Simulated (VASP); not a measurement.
Runs of VASP 6.6.1 on Hf3Ti. The structure is that of space group Pm-3m (No. 221), or close to it. The cells are those of the table. 

```csv
task,cell,k mesh,cutoff (eV),gap on the mesh (eV),pressure (GPa),relaxed volume (Å³/atom)
relaxation of cell and atoms,"relaxed from a = 4.152 Å, 4 atoms",4 × 4 × 4,600,none,-0.1,(b)
relaxation of cell and atoms,"relaxed from a = 4.402 Å, 4 atoms",10 × 10 × 10,600,-,0.0,21.20
single point,"a = 4.402 Å, 4 atoms",4 × 4 × 4,520,none,-0.3,-
single point,"a = 4.399 Å, 4 atoms",10 × 10 × 10,520,none,-0.4,-
single point,"a = 4.152 Å, 4 atoms",4 × 4 × 4,520,none,(a),-
```

Alike in all rows: level PBE; potentials or basis VASP PAW PBE potentials, release 64 (Hf_pv, Ti_sv); no spin polarisation; smearing gaussian 0.1 eV.

Fill in the values left out.

(a) 23.8; (b) 21.27.

Caveats: some runs use coarse meshes; spin-orbit coupling is left out, which moves the levels of the heavy elements; the volume moved by over 15 % at a fixed basis, so the end points are rough (at least some runs); the bands computed are all filled at some k points, so no gap is given (at least some runs).

A k mesh can miss the band edges, and the runs leave out spin-orbit coupling on Hf.

A gap of «none» marks levels without a gap at the run's occupations.
